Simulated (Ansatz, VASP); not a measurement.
## Two plane-wave programs on BiO

Contents of INCAR:

```
PREC     = Accurate       # precision mode
ENCUT    = 910            # plane-wave cutoff, eV
EDIFF    = 1E-7           # SCF threshold, eV
ISMEAR   = 0              # smearing method
SIGMA    = 0.1            # smearing width, eV
LREAL    = F              # projectors in reciprocal space
LASPH    = T              # aspherical terms in the spheres
NELM     = 120            # most SCF steps
ALGO     = Normal         # electronic algorithm
ISIF     = 3              # what is computed and relaxed
LWAVE    = F              # write WAVECAR
LCHARG   = F              # write CHGCAR
GGA      = PE             # functional
IBRION   = 2              # ionic algorithm
NSW      = 90             # ionic steps
EDIFFG   = -0.04          # ionic threshold
GGA_COMPAT= F            
NELMIN   = 4
```

KPOINTS

```
Automatic mesh
0
Gamma
  4 4 4
```

Contents of POSCAR:

```
BiO
1.0
    3.7477193100      0.0000000000      0.0000000000
    0.0000000000      3.7477193100      0.0000000000
    0.0000000000      0.0000000000      5.3000754700
Bi O
2 2
Direct
    0.5000000000      0.0000000000      0.7500000000
    0.0000000000      0.5000000000      0.2500000000
    0.0000000000      0.0000000000      0.0000000000
    0.5000000000      0.5000000000      0.0000000000
```

Input for Ansatz:

```yaml
crystal:
  lattice:
    - [3.74771931, 0.0, 0.0]
    - [0.0, 3.74771931, 0.0]
    - [0.0, 0.0, 5.30007547]
  atoms:
    - { symbol: Bi, position: [0.5, 0.0, 0.75] }
    - { symbol: Bi, position: [0.0, 0.5, 0.25] }
    - { symbol: O, position: [0.0, 0.0, 0.0] }
    - { symbol: O, position: [0.5, 0.5, 0.0] }
basis:
  ecutwfc: 420
kpoints:
  mp_grid: { grid: [4, 4, 4] }
hamiltonian:
  xc: pbe
scf:
  occupations: { method: gaussian, width: 0.1 }
  lower_state_search: "off"
output:
  forces: true
  stress: true
  eigenvalues: true
relax:
  adjacent_minimum: "off"
  f_tol: 0.04
  max_steps: 70
  cell: { stress_tol: 0.4 }
```

Change from the starting cell: ordered vacancies on the anion sites of fluorite (P4/nmm, No. 129).

Alike in both runs: task relaxation of cell and atoms; functional PBE; k mesh 4 × 4 × 4; occupations gaussian, width 0.1 eV; no spin polarisation.

|  | VASP | Ansatz |
| --- | --- | --- |
| version | VASP 6.6.1 | Ansatz 0.2.0 |
| potentials or method | VASP PAW PBE potentials, release 64 (Bi_d, O_h), cutoff 910 eV | scalar-relativistic, plane waves, PAW |
| valence electrons in the cell | 42 | 42 |

|  | VASP | Ansatz | Ansatz less VASP |
| --- | --- | --- | --- |
| gap on the k mesh at the Fermi level, each at its own relaxed structure (eV) | none | none | - |
| relaxed volume (Å³/atom) | 19.68 | 19.95 | +0.263 |
| relaxed cell length with the largest relative difference (Å) | 4.877 | 4.785 | -0.0921 |

A gap of «none» marks a metal or a gap that the smearing closes.

The k mesh is coarse, so the values compare programs but aren't converged. Neither program's run includes spin-orbit coupling. Noted on VASP's run: the cutoff is short for stress, so the pressure is rough.
